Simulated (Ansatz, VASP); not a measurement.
# Cu2O in VASP and in Ansatz

Contents of INCAR:

```
SYSTEM = Cu2O
PREC = Accurate
ENCUT = 600
EDIFF = 1E-6
ISMEAR = 0
SIGMA = 0.02
LREAL = .False.
LASPH = .True.
NELM = 120
ALGO = Normal
ISIF = 2
LWAVE = .False.
LCHARG = .False.
GGA = PE
NBANDS = 37
GGA_COMPAT = .False.
```

The input KPOINTS:

```
Automatic mesh
0
Gamma
  8 8 8
  0 0 0
```

File POSCAR:

```
Cu2O
1.0
    4.2982410474      0.0000000000      0.0000000000
    0.0000000000      4.2982410474      0.0000000000
    0.0000000000      0.0000000000      4.3412234579
Cu O
4 2
Direct
    0.2500000000      0.2500000000      0.2500000000
    0.2500000000      0.7500000000      0.7500000000
    0.7500000000      0.7500000000      0.2500000000
    0.7500000000      0.2500000000      0.7500000000
    0.0000000000      0.0000000000      0.0000000000
    0.5000000000      0.5000000000      0.5000000000
```

Input for Ansatz:

```yaml
crystal:
  lattice:
    - [4.2982410474, 0.0, 0.0]
    - [0.0, 4.2982410474, 0.0]
    - [0.0, 0.0, 4.3412234579]
  atoms:
    - { symbol: Cu, position: [0.25, 0.25, 0.25] }
    - { symbol: Cu, position: [0.25, 0.75, 0.75] }
    - { symbol: Cu, position: [0.75, 0.75, 0.25] }
    - { symbol: Cu, position: [0.75, 0.25, 0.75] }
    - { symbol: O, position: [0.0, 0.0, 0.0] }
    - { symbol: O, position: [0.5, 0.5, 0.5] }
basis:
  ecutwfc: 420
kpoints:
  mp_grid: { grid: [8, 8, 8] }
hamiltonian:
  xc: pbe
scf:
  occupations: { method: gaussian, width: 0.02 }
output:
  forces: true
  stress: true
  eigenvalues: true
```

Change from the starting cell: strain along c alone, the other axes held, atoms relaxed: +1.0 %.

Alike in both runs: task single point; functional PBE; k mesh 8 × 8 × 8; occupations gaussian, width 0.02 eV; no spin polarisation.

|  | VASP | Ansatz |
| --- | --- | --- |
| version | VASP 6.6.1 | Ansatz 0.2.0 |
| potentials or method | VASP PAW PBE potentials, release 64 (Cu, O), cutoff 600 eV | scalar-relativistic, plane waves, PAW |
| valence electrons in the cell | 56 | 88 |

```tsv
	VASP	Ansatz	Ansatz less VASP
gap on the k mesh at the Fermi level (eV)	0.45	0.45	-0.004
least direct gap on the mesh (eV)	0.45	0.45	-0.004
pressure (GPa)	-0.5	-1.1	-0.61
traceless stress, the component that is largest in VASP (GPa)	-0.12	-0.13	-0.015
```

VASP's potentials hold 56 valence electrons a cell and Ansatz's 88, so a difference there can come from the potentials and not from the codes.
